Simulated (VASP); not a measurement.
# HfAl3N4 (P4/mmm) in VASP: single point with PBE

Aim: the single point of HfAl3N4 with PBE.

All numbers are computed with VASP 6.6.1; they aren't measurements. Logs are shortened: lines on timing, memory, paths and dates and some standing lists are left out, and cuts for length are marked.

**1. The cell of the first run**

Symmetry: P4/mmm, No. 123, tetragonal system. The conventional cell has a = 3.364 Å, b = 3.364 Å, c = 9.514 Å, α = 90.00°, β = 90.00°, γ = 90.00°. Within 3.1 Å of Hf (site symmetry 4/mmm) lie 6 N at 2.38 Å. Al (site symmetry 4mm) has 6 N at 2.38 Å within 3.1 Å. Al (site symmetry 4/mmm) has 6 N at 2.38 Å within 3.1 Å. N (site symmetry 4/mmm) has 6 Al at 2.38 Å within 3.1 Å. Within 3.1 Å of N (site symmetry 4mm) lie 1 Hf at 2.38 Å and 5 Al at 2.38 Å. Within 3.1 Å of N (site symmetry 4/mmm) lie 2 Al at 2.38 Å and 4 Hf at 2.38 Å.

**2. Single point, PBE**

The input, INCAR:

```
SYSTEM = HfAl3N4
PREC = Accurate
ENCUT = 600
EDIFF = 1E-6
ISMEAR = 0
SIGMA = 0.1
LREAL = .FALSE.
LASPH = .TRUE.
NELM = 120
ALGO = Normal
ISIF = 2
LWAVE = .FALSE.
LCHARG = .FALSE.
GGA = PE
NBANDS = 30
GGA_COMPAT = .FALSE.
```

The input, KPOINTS:

```
regular mesh
0
G
  6 6 2
  0 0 0
```

The input, POSCAR:

```
HfAl3N4
1.0
    3.3636118700      0.0000000000      0.0000000000
    0.0000000000      3.3636118700      0.0000000000
    0.0000000000      0.0000000000      9.5137310500
Hf Al N
1 3 4
Direct
    0.5000000000      0.5000000000      0.5000000000
    0.0000000000      0.0000000000      0.7500000000
    0.5000000000      0.5000000000      0.0000000000
    0.0000000000      0.0000000000      0.2500000000
    0.0000000000      0.0000000000      0.0000000000
    0.5000000000      0.5000000000      0.2500000000
    0.0000000000      0.0000000000      0.5000000000
    0.5000000000      0.5000000000      0.7500000000
```

Potentials or basis: VASP PAW PBE potentials, release 64 (Hf_pv, Al, N).

Run with:

```sh
cat potpaw_PBE.64/Hf_pv/POTCAR potpaw_PBE.64/Al/POTCAR potpaw_PBE.64/N/POTCAR > POTCAR
mpirun -np 1 vasp_std > vasp.out
```

OUTCAR:

```text
SYSTEM = HfAl3N4
   PREC = Accurate
   ENCUT = 600
   EDIFF = 1E-6
   ISMEAR = 0
   LREAL = .FALSE.
   LASPH = .TRUE.
   NELM = 120
   ISIF = 2
   GGA = PE

 ion  position               nearest neighbor table
   1  0.500  0.500  0.500-   6 2.38   8 2.38   7 2.38   7 2.38   7 2.38   7 2.38   4 3.36   4 3.36
                             2 3.36   4 3.36   2 3.36   2 3.36   4 3.36   2 3.36
   2  0.000  0.000  0.750-   5 2.38   7 2.38   8 2.38   8 2.38   8 2.38   8 2.38   3 3.36   3 3.36
                             1 3.36   3 3.36   1 3.36   1 3.36   3 3.36   1 3.36
   3  0.500  0.500  0.000-   6 2.38   8 2.38   5 2.38   5 2.38   5 2.38   5 2.38   4 3.36   4 3.36
                             2 3.36   4 3.36   2 3.36   2 3.36   4 3.36   2 3.36
   4  0.000  0.000  0.250-   5 2.38   7 2.38   6 2.38   6 2.38   6 2.38   6 2.38   3 3.36   3 3.36
                             1 3.36   3 3.36   1 3.36   1 3.36   3 3.36   1 3.36
   5  0.000  0.000  0.000-   2 2.38   4 2.38   3 2.38   3 2.38   3 2.38   3 2.38
   6  0.500  0.500  0.250-   1 2.38   3 2.38   4 2.38   4 2.38   4 2.38   4 2.38
   7  0.000  0.000  0.500-   2 2.38   4 2.38   1 2.38   1 2.38   1 2.38   1 2.38
   8  0.500  0.500  0.750-   1 2.38   3 2.38   2 2.38   2 2.38   2 2.38   2 2.38

  LATTYP: Found a simple tetragonal cell.
 ALAT       =     3.3636118700
 C/A-ratio  =     2.8284271247

  Lattice vectors:

 A1 = (   3.3636118700,   0.0000000000,   0.0000000000)
 A2 = (   0.0000000000,   3.3636118700,   0.0000000000)
 A3 = (   0.0000000000,   0.0000000000,   9.5137310500)

Analysis of symmetry for initial positions (statically):
=====================================================================
 Subroutine PRICEL returns:
 Original cell was already a primitive cell.

 Routine SETGRP: Setting up the symmetry group for a
 simple tetragonal supercell.

 Subroutine GETGRP returns: Found 16 space group operations
 (whereof 16 operations were pure point group operations)
 out of a pool of 16 trial point group operations.

The static configuration has the point symmetry D_4h.

Analysis of symmetry for dynamics (positions and initial velocities):
=====================================================================
 Subroutine PRICEL returns:
 Original cell was already a primitive cell.

 Routine SETGRP: Setting up the symmetry group for a
 simple tetragonal supercell.

 Subroutine GETGRP returns: Found 16 space group operations
 (whereof 16 operations were pure point group operations)
 out of a pool of 16 trial point group operations.

The dynamic configuration has the point symmetry D_4h.

 Subroutine INISYM returns: Found 16 space group operations
 (whereof 16 operations are pure point group operations),
 and found     1 'primitive' translations

[... 113 lines left out ...]
   NUPDOWN=      -1.0000    fix difference up-down
   EMIN   =  10.00;   EMAX   =-10.00  energy-range for DOS
   EFERMI =   0.00;   METHOD = LEGACY
   ISMEAR =     0;   SIGMA  =   0.10  broadening in eV -4-tet -1-fermi 0-gaus
   EFERMI_NEDOS =   21; number of points for ismear=-14 and -15
   IALGO  =     38    algorithm
   IMIX   =      4    mixing-type and parameters
     AMIX     =   0.40;   BMIX     =  1.00
     AMIX_MAG =   1.60;   BMIX_MAG =  1.00
  volume/ion in A,a.u.               =      13.45        90.80
  Fermi-wavevector in a.u.,A,eV,Ry     =   1.167102  2.205503 18.532865  1.362127
  Thomas-Fermi vector in A             =   2.303607
   LORBIT       =      0    0 simple, 1 ext, 2 COOP (PROOUT), +10 PAW based schemes
   GGA     = PE    functional components
   LHFCALC =     F    Hartree Fock is set to
   AEXX    =    0.0000 exact exchange contribution
   IVDW    =     0    specifies the selected vdW correction
   LEPSILON=     F    determine dielectric tensor
   LRPA    =     F    only Hartree local field effects (RPA)
 non-spin polarized calculation
 Gauss-broadening in eV      SIGMA  =   0.10
  energy-cutoff  :      600.00
  volume of cell :      107.64
 maximum number of plane-waves:      3652
 NGX is ok and might be reduce to    28
   NGX = 13   NGY = 13   NGZ = 39

 number of electron      38.9999990 magnetization

 Free energy of the ion-electron system (eV)
  ---------------------------------------------------
  ext. energy  EPLUGINS =         0.00000000
  ---------------------------------------------------
  free energy    TOTEN  =       -58.54472472 eV

  energy without entropy =      -58.53206145  energy(sigma->0) =      -58.53839309

 E-fermi :   6.9133     XC(G=0): -10.6349

 val. band max:        6.8744582127   @ k =   0.5000   0.5000   0.0000
 cond. band min:       6.9158262196   @ k =   0.5000   0.5000   0.5000
 fundamental gap:      0.0413680069
 Fermi energy:         6.9132587695

 k-point     1 :       0.0000    0.0000    0.0000
  band No.  band energies     occupation
      1     -25.5864      2.00000
      2     -25.3744      2.00000
      3     -25.3744      2.00000
      4      -9.3733      2.00000
      5      -8.5596      2.00000
      6      -8.2725      2.00000
[... 649 lines left out ...]
     29      11.3856      0.00000
     30      12.4278      0.00000

------------------------ aborting loop because EDIFF is reached ----------------------------------------

  FORCE on cell =-STRESS in cart. coord.  units (eV):
  Direction    XX          YY          ZZ          XY          YZ          ZX
  --------------------------------------------------------------------------------------
  -------------------------------------------------------------------------------------
  Total      -24.7101335    -24.7101335    -24.7312668      0.0000000      0.0000000      0.0000000
  in kB     -367.8095923   -367.8095923   -368.1241611      0.0000000      0.0000000      0.0000000
  external PRESSURE =    -367.9144486 kB  Pullay stress =       0.0000000 kB

 VOLUME and BASIS-vectors are now :
 -----------------------------------------------------------------------------
  energy-cutoff  :      600.00
  volume of cell :      107.64
      direct lattice vectors                 reciprocal lattice vectors
     3.363611870  0.000000000  0.000000000     0.297299462  0.000000000  0.000000000
     0.000000000  3.363611870  0.000000000     0.000000000  0.297299462  0.000000000
     0.000000000  0.000000000  9.513731050     0.000000000  0.000000000  0.105111233

 POSITION                                       TOTAL-FORCE (eV/Angst)
 -----------------------------------------------------------------------------------
      1.68181      1.68181      4.75687         0.000000     -0.000000      0.000000
      0.00000      0.00000      7.13530         0.000000      0.000000      0.834453
      1.68181      1.68181      0.00000         0.000000     -0.000000      0.000000
      0.00000      0.00000      2.37843         0.000000      0.000000     -0.834453
      0.00000      0.00000      0.00000         0.000000     -0.000000      0.000000
      1.68181      1.68181      2.37843         0.000000     -0.000000      0.279912
      0.00000      0.00000      4.75687         0.000000     -0.000000      0.000000
      1.68181      1.68181      7.13530        -0.000000      0.000000     -0.279912
 -----------------------------------------------------------------------------------
    total drift:                                0.000000      0.000000      0.000000

  FREE ENERGIE OF THE ION-ELECTRON SYSTEM (eV)
  ---------------------------------------------------
  free  energy   TOTEN  =       -58.5447247220 eV

  energy  without entropy=      -58.5320614542  energy(sigma->0) =      -58.53839309
```

It took 97 s on 1 thread of Intel Xeon Platinum 8259CL at 2.50GHz (Skylake/Cascade Lake), shared host; peak memory 0.27 GiB.

What came out:

```
Free energy   : -58.5447 eV
Pressure      : -36.8 GPa
Largest force : 0.834 eV/Å
```

Forces on the atoms (eV/Å):
```
Hf   0.000  0.000  0.000
Al   0.000  0.000  0.834
Al   0.000  0.000  0.000
Al   0.000  0.000 -0.834
N    0.000  0.000  0.000
N    0.000  0.000  0.280
N    0.000  0.000  0.000
N    0.000  0.000 -0.280
```

Caveat: spin-orbit coupling is left out, which moves the levels of the heavy elements.
